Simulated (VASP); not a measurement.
SiC: single point with PBE

**The experiment to reproduce.**

From “Insight into the structural, elastic and electronic properties of a new orthorhombic 6O-SiC polytype”, 2020, pmc:7200658, for a bulk crystal of SiC: band gap 2.4 eV (indirect).

SiC:

```xyz
2
Lattice="0.0000 2.1897 2.1897 2.1897 0.0000 2.1897 2.1897 2.1897 0.0000" Properties=species:S:1:pos:R:3 pbc="T T T"
Si    0.0000    0.0000    0.0000
C     3.2846    3.2846    3.2846
```

```json
{
 "Program": "VASP 6.6.1",
 "Task": "single point",
 "Functional": "PBE",
 "Potentials or basis": "VASP PAW PBE potentials, release 64 (Si, C)",
 "Cutoff": "600 eV",
 "k mesh": "12 × 12 × 12",
 "Occupations": "methfessel-paxton, width 0.02 eV",
 "Spin": "no spin polarisation"
}
```

| Property | Result |
| --- | --- |
| Pressure | -0.1 GPa |
| Band gap on the k mesh | 1.37 eV, indirect (least direct gap 4.53 eV) |

Levels at points of the mesh, in eV from the valence-band top:
| k point | band 1 | band 2 | band 3 | band 4 | band 5 | band 6 | band 7 | band 8 |
| --- | --- | --- | --- | --- | --- | --- | --- | --- |
| (0.00, 0.00, 0.00) | -15.29 | 0.00 | 0.00 | 0.00 | 6.06 | 7.21 | 7.21 | 7.21 |
| (0.50, 0.00, 0.00) | -11.78 | -8.45 | -1.05 | -1.05 | 5.30 | 7.17 | 7.17 | 9.97 |
| (0.50, 0.50, 0.00) | -10.34 | -7.75 | -3.16 | -3.16 | 1.37 | 4.27 | 13.86 | 13.86 |

Wall time 19 s on 1 thread of Intel Xeon 6975P-C, with other jobs on the host, peak memory 0.16 GiB.

A measured gap of SiC is 2.4 eV (indirect; quoted in “Insight into the structural, elastic and electronic properties of a new orthorhombic 6O-SiC polytype”, 2020, pmc:7200658); the calculated 1.37 eV misses it by -1.03 eV. The value is that of PBE on a finite k mesh, which can miss the band edges, without temperature or zero-point motion. Semilocal functionals fall short of measured gaps as a rule.
